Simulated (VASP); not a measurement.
Ge:

```
CELL_PARAMETERS angstrom
0.00000 2.83785 2.83785
2.83785 0.00000 2.83785
2.83785 2.83785 0.00000
ATOMIC_POSITIONS crystal
Ge 0.00000 0.00000 0.00000
Ge 0.25000 0.25000 0.25000
```

Base run:

| Quantity | Value |
| --- | --- |
| Program | VASP 6.6.1 |
| Functional | r2SCAN |
| Potentials or basis | VASP PAW PBE potentials, release 64 (Ge_d) |
| Cutoff | 520 eV |
| k mesh | 10 × 10 × 10 |
| Occupations | gaussian, width 0.1 eV |
| Spin | no spin polarisation |

Its results: band gap on the k mesh 0.31 eV; pressure 0.0 GPa.

**Question.** The run is repeated on the same cell with these changes: functional from r2SCAN to PBEsol. What comes out?

**Answer.** Band gap on the k mesh zero (filled and empty bands touch); pressure -0.4 GPa.

Caveats: semilocal functionals underestimate gaps, and a narrow one can read as zero; the PAW data sets were made with another functional, which shifts forces and pressure a little.

A k mesh can miss the band edges.
